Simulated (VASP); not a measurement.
Here is a VASP 6.6.1 calculation.

File INCAR:

```
ALGO     = Normal         # electronic algorithm
EDIFF    = 1E-6           # SCF threshold, eV
ENCUT    = 520            # plane-wave cutoff, eV
GGA      = PE             # functional
ISIF     = 2              # what is computed and relaxed
ISMEAR   = 0              # smearing method
LASPH    = True           # aspherical terms in the spheres
LCHARG   = False          # write CHGCAR
LREAL    = False          # projectors in reciprocal space
LWAVE    = False          # write WAVECAR
NBANDS   = 43             # bands
NELM     = 100            # most SCF steps
PREC     = Accurate       # precision mode
SIGMA    = 0.1            # smearing width, eV
```

Contents of KPOINTS:

```
k-points
0
Gamma
  4 4 4
```

File POSCAR:

```
Mo4W
1.0
    4.6625273880      0.0000000000      0.0000000000
    0.0000000000      4.6625273880      0.0000000000
    0.0000000000      0.0000000000      4.6625273880
Mo W
4 1
Direct
    0.0000000000      0.0000000000      0.0000000000
    0.5000000000      0.5000000000      0.0000000000
    0.5000000000      0.0000000000      0.5000000000
    0.0000000000      0.5000000000      0.5000000000
    0.5000000000      0.5000000000      0.5000000000
```

Potentials or basis: VASP PAW PBE potentials, release 64 (Mo_sv, W_sv).

Launch:

```bash
$ cat potpaw_PBE.64/Mo_sv/POTCAR potpaw_PBE.64/W_sv/POTCAR > POTCAR
$ mpirun -np 1 vasp_std > vasp.out
```

**Question.** Estimate the band gap on the k mesh.

**Answer.** Zero (band 35 reaches 10.22 eV, above the bottom of band 36 at 7.90 eV).

**Question.** Estimate the pressure.

**Answer.** 1.1 GPa.

Caveat: spin-orbit coupling is left out, which moves the levels of the heavy elements.
